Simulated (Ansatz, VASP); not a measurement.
## CdS in VASP and in Ansatz

```
Cd S
1.0
     0.00000    2.99255    2.99255
     2.99255    0.00000    2.99255
     2.99255    2.99255    0.00000
Cd S
1 1
Direct
  0.00000 0.00000 0.00000
  0.25000 0.25000 0.25000
```

Alike in both runs: task single point; functional PBE; k mesh 8 × 8 × 8; occupations gaussian, width 0.02 eV; no spin polarisation.

```csv
,VASP,Ansatz
version,VASP 6.6.1,Ansatz 0.2.0
potentials or method,"VASP PAW PBE potentials, release 64 (Cd, S), cutoff 520 eV","scalar-relativistic, plane waves, PAW"
valence electrons in the cell,18,26
```

```csv
,VASP,Ansatz,Ansatz less VASP
gap on the k mesh at the Fermi level (eV),0.98,0.98,-0.001
least direct gap on the mesh (eV),0.98,0.98,-0.001
pressure (GPa),-1.2,-1.5,-0.25
```

The functional is the same, so the differences come from potentials, cutoffs and numerics. VASP's potentials hold 18 valence electrons a cell and Ansatz's 26, so a difference there can come from the potentials and not from the codes.
